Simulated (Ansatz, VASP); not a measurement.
One calculation of Be2H3, two programs

INCAR

```
PREC = Accurate
ENCUT = 600
EDIFF = 1E-7
ISMEAR = 0
SIGMA = 0.02
LREAL = False
LASPH = True
NELM = 100
ALGO = Normal
ISIF = 3
LWAVE = False
LCHARG = False
GGA = PE
IBRION = 2
NSW = 100
EDIFFG = -0.01
```

File KPOINTS:

```
Automatic mesh
0
Gamma
  8 8 6
```

The input POSCAR:

```
Be2H3
1.0
    3.8841948240      0.0000000000      0.0000000000
    1.8923724501      3.6088473418      0.0000000000
    1.8517999398      0.2551130314      5.5419965401
Be H
4 6
Direct
    0.8742695520      0.1755042051      0.9888594569
    0.8660061368      0.4972565003      0.6339870923
    0.4417143049      0.2028967194      0.7544234689
    0.0774335904      0.4701366267      0.1734190573
    0.1015046422      0.8036810744      0.0672972687
    0.1597071533      0.3759287331      0.4060027137
    0.4872680408      0.5184722780      0.6256040553
    0.4713631335      0.1785457682      0.0159201011
    0.7766887136      0.8810323111      0.6446924281
    0.7440447323      0.3965457837      0.1897943577
```

Input for Ansatz:

```yaml
crystal:
  lattice:
    - [3.884194824, 0.0, 0.0]
    - [1.8923724501, 3.6088473418, 0.0]
    - [1.8517999398, 0.2551130314, 5.5419965401]
  atoms:
    - { symbol: Be, position: [0.874269552, 0.1755042051, 0.9888594569] }
    - { symbol: Be, position: [0.8660061368, 0.4972565003, 0.6339870923] }
    - { symbol: Be, position: [0.4417143049, 0.2028967194, 0.7544234689] }
    - { symbol: Be, position: [0.0774335904, 0.4701366267, 0.1734190573] }
    - { symbol: H, position: [0.1015046422, 0.8036810744, 0.0672972687] }
    - { symbol: H, position: [0.1597071533, 0.3759287331, 0.4060027137] }
    - { symbol: H, position: [0.4872680408, 0.518472278, 0.6256040553] }
    - { symbol: H, position: [0.4713631335, 0.1785457682, 0.0159201011] }
    - { symbol: H, position: [0.7766887136, 0.8810323111, 0.6446924281] }
    - { symbol: H, position: [0.7440447323, 0.3965457837, 0.1897943577] }
basis:
  ecutwfc: 420
kpoints:
  mp_grid: { grid: [8, 8, 6] }
hamiltonian:
  xc: pbe
scf:
  occupations: { method: gaussian, width: 0.02 }
output:
  forces: true
  stress: true
  eigenvalues: true
relax:
  adjacent_minimum: "off"
  f_tol: 0.01
  max_steps: 80
  cell: { stress_tol: 0.05 }
```

Change from the starting cell: the structure that the rattled cell fell into.

Alike in both runs: task relaxation of cell and atoms; functional PBE; k mesh 8 × 8 × 6; occupations gaussian, width 0.02 eV; no spin polarisation.

```csv
,VASP,Ansatz
version,VASP 6.6.1,Ansatz 0.2.0
potentials or method,"VASP PAW PBE potentials, release 64 (Be, H), cutoff 600 eV","scalar-relativistic, plane waves, PAW"
valence electrons in the cell,14,14
```

```tsv
	VASP	Ansatz	Ansatz less VASP
gap on the k mesh at the Fermi level, each at its own relaxed structure (eV)	1.81	1.80	-0.006
relaxed volume (Å³/atom)	7.78	7.78	-0.005
relaxed length of the cell vector where the two differ most in proportion (Å)	3.890	3.893	+0.0030
```
